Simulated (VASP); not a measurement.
A run of VASP 6.6.1 is set up as follows.

The input INCAR:

```
  ALGO = Normal
  EDIFF = 1E-7
  ENCUT = 520
  GGA = PE
  ISIF = 2
  ISMEAR = 0
  LASPH = T
  LCHARG = T
  LELF = T
  LREAL = F
  LVHAR = T
  LWAVE = F
  NBANDS = 16
  NELM = 100
  PREC = Accurate
  SIGMA = 0.013000000000000001
```

Contents of KPOINTS:

```
k-points
0
Gamma
  8 8 8
```

Contents of POSCAR:

```
CdSe
1.0
    0.0000000000      3.0702711986      3.0702711986
    3.0702711986      0.0000000000      3.0702711986
    3.0702711986      3.0702711986      0.0000000000
Cd Se
1 1
Direct
    0.0000000000      0.0000000000      0.0000000000
    0.2500000000      0.2500000000      0.2500000000
```

Potentials or basis: VASP PAW PBE potentials, release 64 (Cd, Se).

The run is started by

```sh
$ cat potpaw_PBE.64/Cd/POTCAR potpaw_PBE.64/Se/POTCAR > POTCAR
$ mpirun -np 1 vasp_std > vasp.out
```

(1) Predict the pressure.

(2) Predict the band gap on the k mesh.

Answers

(1) 1.6 GPa.

(2) 0.55 eV.
